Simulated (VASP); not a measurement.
NaLa, 2 atoms in the cell. The structure is hexagonal, space group P-6m2 (No. 187). Conventional cell: a = 3.568 Å, b = 3.568 Å, c = 6.548 Å, α = 90.00°, β = 90.00°, γ = 120.00°. Na (site symmetry -6m2) has 6 Na at 3.57 Å and 6 La at 3.87 Å within 4.7 Å. La (site symmetry -6m2) has 6 La at 3.57 Å and 6 Na at 3.87 Å within 4.7 Å. 

* Program: VASP 6.6.1
* Task: single point
* Functional: PBE
* Potentials or basis: VASP PAW PBE potentials, release 64 (Na_pv, La)
* Cutoff: 520 eV
* k mesh: 7 × 7 × 3
* Occupations: fermi-dirac, width 0.1 eV
* Spin: no spin polarisation
* Dipole correction: no
* Further INCAR settings: ALGO = Normal; EDIFF = 1e-07; NBANDS = 16

Potentials or basis: VASP PAW PBE potentials, release 64 (Na_pv, La).

Command:

```sh
$ cat potpaw_PBE.64/Na_pv/POTCAR potpaw_PBE.64/La/POTCAR > POTCAR
$ mpirun -np 1 vasp_std > vasp.out
```

Hardware: 1 thread of Intel(R) Xeon(R) Platinum 8488C (Sapphire Rapids) (shared host).

Task: Estimate the wall time of this run.

Result: It took 16 s on 1 thread of Intel(R) Xeon(R) Platinum 8488C (Sapphire Rapids) (shared host), peak memory 0.2 GiB. Counts: scf iterations 14, k points 16.
